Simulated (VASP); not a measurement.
# Zr2N (P4_2/mnm) in VASP: notebook

Zr2N is run at these levels: PBEsol; tasks: single point, relaxation of shape and atoms at fixed volume.

Program: VASP 6.6.1. These are calculated values, not measurements. Logs are shortened: lines on timing, memory, paths and dates and some standing lists are left out, and cuts for length are marked.

### 1 The cell of the first run

Symmetry: P4_2/mnm, No. 136, tetragonal system. Conventional cell: a = 5.370 Å, b = 5.370 Å, c = 3.273 Å, α = 90.00°, β = 90.00°, γ = 90.00°. Zr (site symmetry m2m) has 3 N at 2.25 Å and 11 Zr at 3.09 to 3.27 Å within 3.3 Å. N (site symmetry mmm) has 6 Zr at 2.25 Å within 3.0 Å.

### 2 Single point, PBEsol

The input, INCAR:

```
SYSTEM = Zr2N
ALGO = Normal
EDIFF = 1E-6
ENCUT = 520
GGA = PS
ISIF = 2
ISMEAR = 0
LASPH = .TRUE.
LCHARG = .FALSE.
LREAL = .FALSE.
LWAVE = .FALSE.
NBANDS = 38
NELM = 80
PREC = Accurate
SIGMA = 0.1
```

The input, KPOINTS:

```
k-points
0
G
  8 8 10
  0 0 0
```

The input, POSCAR:

```
Zr2N
1.0
    5.3700488460      0.0000000000      0.0000000000
    0.0000000000      5.3700488460      0.0000000000
    0.0000000000      0.0000000000      3.2726229786
Zr N
4 2
Direct
    0.2962523256      0.2962523256      0.0000000000
    0.7037476744      0.7037476744      0.0000000000
    0.7962523256      0.2037476744      0.5000000000
    0.2037476744      0.7962523256      0.5000000000
    0.0000000000      0.0000000000      0.0000000000
    0.5000000000      0.5000000000      0.5000000000
```

Potentials or basis: VASP PAW PBE potentials, release 64 (Zr_sv, N).

Command:

```console
> cat potpaw_PBE.64/Zr_sv/POTCAR potpaw_PBE.64/N/POTCAR > POTCAR
> mpirun -np 1 vasp_std > vasp.out
```

OUTCAR:

```text
SYSTEM = Zr2N
   EDIFF = 1E-6
   ENCUT = 520
   GGA = PS
   ISIF = 2
   ISMEAR = 0
   LASPH = .TRUE.
   LREAL = .FALSE.
   NELM = 80
   PREC = Accurate

 ion  position               nearest neighbor table
   1  0.296  0.296  0.000-   5 2.25   6 2.25   6 2.25   2 3.09   4 3.18   3 3.18   4 3.18   3 3.18
                             4 3.18   4 3.18   3 3.18   3 3.18   2 3.86   2 3.86
   2  0.704  0.704  0.000-   5 2.25   6 2.25   6 2.25   1 3.09   4 3.18   3 3.18   4 3.18   3 3.18
                             3 3.18   3 3.18   4 3.18   4 3.18   1 3.86   1 3.86
   3  0.796  0.204  0.500-   6 2.25   5 2.25   5 2.25   4 3.09   1 3.18   1 3.18   2 3.18   2 3.18
                             2 3.18   2 3.18   1 3.18   1 3.18   4 3.86   4 3.86
   4  0.204  0.796  0.500-   6 2.25   5 2.25   5 2.25   3 3.09   1 3.18   1 3.18   2 3.18   2 3.18
                             1 3.18   1 3.18   2 3.18   2 3.18   3 3.86   3 3.86
   5  0.000  0.000  0.000-   1 2.25   2 2.25   3 2.25   4 2.25   3 2.25   4 2.25
   6  0.500  0.500  0.500-   3 2.25   4 2.25   1 2.25   2 2.25   1 2.25   2 2.25

  LATTYP: Found a simple tetragonal cell.
 ALAT       =     5.3700488460
 C/A-ratio  =     0.6094214545

  Lattice vectors:

 A1 = (   5.3700488460,   0.0000000000,   0.0000000000)
 A2 = (   0.0000000000,   5.3700488460,   0.0000000000)
 A3 = (   0.0000000000,   0.0000000000,   3.2726229786)

Analysis of symmetry for initial positions (statically):
=====================================================================
 Subroutine PRICEL returns:
 Original cell was already a primitive cell.

 Routine SETGRP: Setting up the symmetry group for a
 simple tetragonal supercell.

 Subroutine GETGRP returns: Found 16 space group operations
 (whereof  8 operations were pure point group operations)
 out of a pool of 16 trial point group operations.

The static configuration has the point symmetry D_2h.
 The point group associated with its full space group is D_4h.

Analysis of symmetry for dynamics (positions and initial velocities):
=====================================================================
 Subroutine PRICEL returns:
 Original cell was already a primitive cell.

 Routine SETGRP: Setting up the symmetry group for a
 simple tetragonal supercell.

 Subroutine GETGRP returns: Found 16 space group operations
 (whereof  8 operations were pure point group operations)
 out of a pool of 16 trial point group operations.

The dynamic configuration has the point symmetry D_2h.
 The point group associated with its full space group is D_4h.

 Subroutine INISYM returns: Found 16 space group operations
 (whereof  8 operations are pure point group operations),
 and found     1 'primitive' translations

----------------------------------------------------------------------------------------

                                     Primitive cell

  volume of cell :      94.3740

  direct lattice vectors                    reciprocal lattice vectors
     5.370048846  0.000000000  0.000000000     0.186218045  0.000000000  0.000000000
     0.000000000  5.370048846  0.000000000     0.000000000  0.186218045  0.000000000
     0.000000000  0.000000000  3.272622979     0.000000000  0.000000000  0.305565293

  length of vectors
     5.370048846  5.370048846  3.272622979     0.186218045  0.186218045  0.305565293

  position of ions in fractional coordinates (direct lattice)
     0.296252326  0.296252326  0.000000000
     0.703747674  0.703747674  0.000000000
     0.796252326  0.203747674  0.500000000
     0.203747674  0.796252326  0.500000000
     0.000000000  0.000000000  0.000000000
     0.500000000  0.500000000  0.500000000

  ion indices of the primitive-cell ions
   primitive index   ion index
                 1           1
                 2           2
                 3           3
                 4           4
                 5           5
                 6           6

----------------------------------------------------------------------------------------

 KPOINTS: k-points

Automatic generation of k-mesh.
 Grid dimensions read from file:
 generate k-points for:    8    8   10

 Generating k-lattice:

  Cartesian coordinates                     Fractional coordinates (reciprocal lattice)
     0.023277256  0.000000000  0.000000000     0.125000000  0.000000000  0.000000000
     0.000000000  0.023277256  0.000000000     0.000000000  0.125000000  0.000000000
     0.000000000  0.000000000  0.030556529     0.000000000  0.000000000  0.100000000

  Length of vectors
     0.023277256  0.023277256  0.030556529

  Shift w.r.t. Gamma in fractional coordinates (k-lattice)
     0.000000000  0.000000000  0.000000000

 Subroutine IBZKPT returns following result:
 ===========================================

 Found     90 irreducible k-points:

 Following reciprocal coordinates:
            Coordinates               Weight
  0.000000  0.000000  0.000000      1.000000
  0.125000  0.000000  0.000000      4.000000
  0.250000  0.000000  0.000000      4.000000
  0.375000  0.000000  0.000000      4.000000
  0.500000  0.000000  0.000000      2.000000
  0.125000  0.125000  0.000000      4.000000
[... 16 lines left out ...]
  0.375000  0.125000  0.100000     16.000000
  0.500000  0.125000  0.100000      8.000000
 [... further k-points ...]
   k-points           NKPTS =     90   k-points in BZ     NKDIM =     90   number of bands    NBANDS=     38
   number of dos      NEDOS =    301   number of ions     NIONS =      6
   total plane-waves  NPLWV =  38400
   dimension x,y,z NGX =    40 NGY =   40 NGZ =   24
   dimension x,y,z NGXF=    80 NGYF=   80 NGZF=   48
   ions per type =               4   2
   NGX,Y,Z   is equivalent  to a cutoff of  12.38, 12.38, 12.19 a.u.
   NGXF,Y,Z  is equivalent  to a cutoff of  24.77, 24.77, 24.38 a.u.
 SYSTEM =  Zr2N
   PREC   = accura    normal or accurate (medium, high low for compatibility)
   ISTART =      0    job   : 0-new  1-cont  2-samecut
   ICHARG =      2    charge: 1-file 2-atom 10-const
   ISPIN  =      1    spin polarized calculation?
   LNONCOLLINEAR =      F non collinear calculations
   LSORBIT =      F    spin-orbit coupling
   LASPH  =      T    aspherical Exc in radial PAW
   ENCUT  =  520.0 eV  38.22 Ry    6.18 a.u.   9.98  9.98  6.08*2*pi/ulx,y,z
   NELM   =     80;   NELMIN=  2; NELMDL= -5     # of ELM steps
   EDIFF  = 0.1E-05   stopping-criterion for ELM
   LREAL  =      F    real-space projection
   EDIFFG = 0.1E-04   stopping-criterion for IOM
   NSW    =      0    number of steps for IOM
   IBRION =     -1    ionic relax: 0-MD 1-quasi-New 2-CG
   NFREE  =      0    steps in history (QN), initial steepest desc. (CG)
   ISIF   =      2    stress and relaxation
   ISYM   =      2    0-nonsym 1-usesym 2-fastsym
   POTIM  = 0.5000    time-step for ionic-motion
   TEBEG  =    0.0;   TEEND  =   0.0 temperature during run
   PSTRESS=    0.0 pullay stress
   NELECT =      58.0000    total number of electrons
   NUPDOWN=      -1.0000    fix difference up-down
   EMIN   =  10.00;   EMAX   =-10.00  energy-range for DOS
   EFERMI =   0.00;   METHOD = LEGACY
   ISMEAR =     0;   SIGMA  =   0.10  broadening in eV -4-tet -1-fermi 0-gaus
   EFERMI_NEDOS =   21; number of points for ismear=-14 and -15
   IALGO  =     38    algorithm
   IMIX   =      4    mixing-type and parameters
     AMIX     =   0.40;   BMIX     =  1.00
     AMIX_MAG =   1.60;   BMIX_MAG =  1.00
  volume/ion in A,a.u.               =      15.73       106.14
  Fermi-wavevector in a.u.,A,eV,Ry     =   1.391874  2.630261 26.358758  1.937314
  Thomas-Fermi vector in A             =   2.515671
   LORBIT       =      0    0 simple, 1 ext, 2 COOP (PROOUT), +10 PAW based schemes
   GGA     = PS    functional components
   LHFCALC =     F    Hartree Fock is set to
   AEXX    =    0.0000 exact exchange contribution
   IVDW    =     0    specifies the selected vdW correction
   LEPSILON=     F    determine dielectric tensor
   LRPA    =     F    only Hartree local field effects (RPA)
 non-spin polarized calculation
 Gauss-broadening in eV      SIGMA  =   0.10
  energy-cutoff  :      520.00
  volume of cell :       94.37
 maximum number of plane-waves:      2576
 NGX is ok and might be reduce to    40
   NGX = 19   NGY = 19   NGZ = 13

 number of electron      57.9999998 magnetization

 Free energy of the ion-electron system (eV)
  ---------------------------------------------------
  ext. energy  EPLUGINS =         0.00000000
  ---------------------------------------------------
  free energy    TOTEN  =       -61.81784194 eV

  energy without entropy =      -61.80473073  energy(sigma->0) =      -61.81128633

 E-fermi :   9.8545     XC(G=0): -11.9609

 val. band max:        9.8463239718   @ k =   0.2500   0.2500   0.2000
 cond. band min:       9.8578918718   @ k =   0.3750   0.3750   0.2000
 fundamental gap:      0.0115679000
 Fermi energy:         9.8545102633

 k-point     1 :       0.0000    0.0000    0.0000
  band No.  band energies     occupation
      1     -38.6661      2.00000
      2     -38.5093      2.00000
      3     -38.5093      2.00000
      4     -38.4445      2.00000
      5     -17.6919      2.00000
      6     -17.0432      2.00000
[... 30 lines left out ...]
     37      12.8128      0.00000
     38      12.8604      0.00000

 k-point     2 :       0.1250    0.0000    0.0000
  band No.  band energies     occupation
      1     -38.6606      2.00000
      2     -38.5163      2.00000
      3     -38.5064      2.00000
      4     -38.4460      2.00000
      5     -17.6632      2.00000
      6     -17.0348      2.00000
[... 30 lines left out ...]
     37      12.8218      0.00000
     38      13.1559      0.00000

 k-point     3 :       0.2500    0.0000    0.0000
  band No.  band energies     occupation
      1     -38.6449      2.00000
      2     -38.5353      2.00000
      3     -38.4983      2.00000
      4     -38.4513      2.00000
      5     -17.5828      2.00000
      6     -17.0769      2.00000
[... 30 lines left out ...]
     37      12.7588      0.00000
     38      13.5495      0.00000

 k-point     4 :       0.3750    0.0000    0.0000
  band No.  band energies     occupation
      1     -38.6210      2.00000
      2     -38.5621      2.00000
      3     -38.4865      2.00000
      4     -38.4607      2.00000
      5     -17.4657      2.00000
      6     -17.1971      2.00000
[... 30 lines left out ...]
     37      13.1038      0.00000
     38      13.5654      0.00000
[... 703 lines left out ...]
      4     -38.4541      2.00000
      5     -17.5293      2.00000
      6     -17.0538      2.00000
[... 30 lines left out ...]
     37      13.1084      0.00000
     38      13.9790      0.00000

 k-point    23 :       0.3750    0.1250    0.1000
  band No.  band energies     occupation
      1     -38.6091      2.00000
      2     -38.5537      2.00000
      3     -38.4888      2.00000
      4     -38.4634      2.00000
      5     -17.4176      2.00000
      6     -17.1631      2.00000
[... 30 lines left out ...]
     37      13.3311      0.00000
     38      13.9439      0.00000

 k-point    24 :       0.5000    0.1250    0.1000
  band No.  band energies     occupation
      1     -38.5819      2.00000
      2     -38.5819      2.00000
      3     -38.4757      2.00000
      4     -38.4757      2.00000
      5     -17.2896      2.00000
      6     -17.2896      2.00000
[... 30 lines left out ...]
     37      13.4366      0.00000
     38      13.4366      0.00000

 [... further k-points ...]

------------------------ aborting loop because EDIFF is reached ----------------------------------------

  FORCE on cell =-STRESS in cart. coord.  units (eV):
  Direction    XX          YY          ZZ          XY          YZ          ZX
  --------------------------------------------------------------------------------------
  -------------------------------------------------------------------------------------
  Total        0.1145258      0.1145258      0.1252853      0.0000000      0.0000000      0.0000000
  in kB        1.9442920      1.9442920      2.1269543      0.0000000      0.0000000      0.0000000
  external PRESSURE =       2.0051794 kB  Pullay stress =       0.0000000 kB

 VOLUME and BASIS-vectors are now :
 -----------------------------------------------------------------------------
  energy-cutoff  :      520.00
  volume of cell :       94.37
      direct lattice vectors                 reciprocal lattice vectors
     5.370048846  0.000000000  0.000000000     0.186218045  0.000000000  0.000000000
     0.000000000  5.370048846  0.000000000     0.000000000  0.186218045  0.000000000
     0.000000000  0.000000000  3.272622979     0.000000000  0.000000000  0.305565293

 POSITION                                       TOTAL-FORCE (eV/Angst)
 -----------------------------------------------------------------------------------
      1.59089      1.59089      0.00000        -0.004442     -0.004442      0.000000
      3.77916      3.77916      0.00000         0.004442      0.004442     -0.000000
      4.27591      1.09413      1.63631        -0.004442      0.004442     -0.000000
      1.09413      4.27591      1.63631         0.004442     -0.004442     -0.000000
      0.00000      0.00000      0.00000         0.000000      0.000000     -0.000000
      2.68502      2.68502      1.63631         0.000000      0.000000     -0.000000
 -----------------------------------------------------------------------------------
    total drift:                               -0.000000      0.000000      0.000000

  FREE ENERGIE OF THE ION-ELECTRON SYSTEM (eV)
  ---------------------------------------------------
  free  energy   TOTEN  =       -61.8178419351 eV

  energy  without entropy=      -61.8047307349  energy(sigma->0) =      -61.81128633
```

Run time: 6.8 min. Hardware: 1 thread of Intel Xeon 8259CL, shared host; peak memory 0.35 GiB.

What came out:

| Item | Value |
| --- | --- |
| Free energy | -61.8178 eV |
| Pressure | 0.2 GPa |
| Largest force | 0.006 eV/Å |
| Band gap on the k mesh | zero (bands 29 and 30 overlap by 2.59 eV) |

Forces on the atoms (eV/Å):
```
Zr  -0.004 -0.004  0.000
Zr   0.004  0.004  0.000
Zr  -0.004  0.004  0.000
Zr   0.004 -0.004  0.000
N    0.000  0.000  0.000
N    0.000  0.000  0.000
```

Levels at points of the mesh, in eV from the Fermi level:
```tsv
k point	band 26	band 27	band 28	band 29	band 30	band 31	band 32	band 33
(0.00, 0.00, 0.00)	-1.99	0.37	0.57	0.78	1.05	1.05	1.29	1.41
(0.50, 0.00, 0.00)	-1.99	-0.97	-0.97	1.47	1.47	1.54	1.54	1.77
(0.50, 0.50, 0.00)	-1.47	-1.10	-1.10	0.95	0.95	1.36	1.36	1.65
(0.00, 0.00, 0.50)	-1.14	-1.13	-1.13	-1.12	-1.12	1.97	1.97	3.15
(0.50, 0.00, 0.50)	-1.82	-0.86	-0.86	-0.75	-0.75	1.55	1.55	3.42
(0.50, 0.50, 0.50)	-1.52	-0.93	-0.93	-0.22	-0.22	1.19	1.19	2.70
```

Caveat: the PAW data sets were made with another functional, which shifts forces and pressure a little.

(Continued in part 2 of 2.)
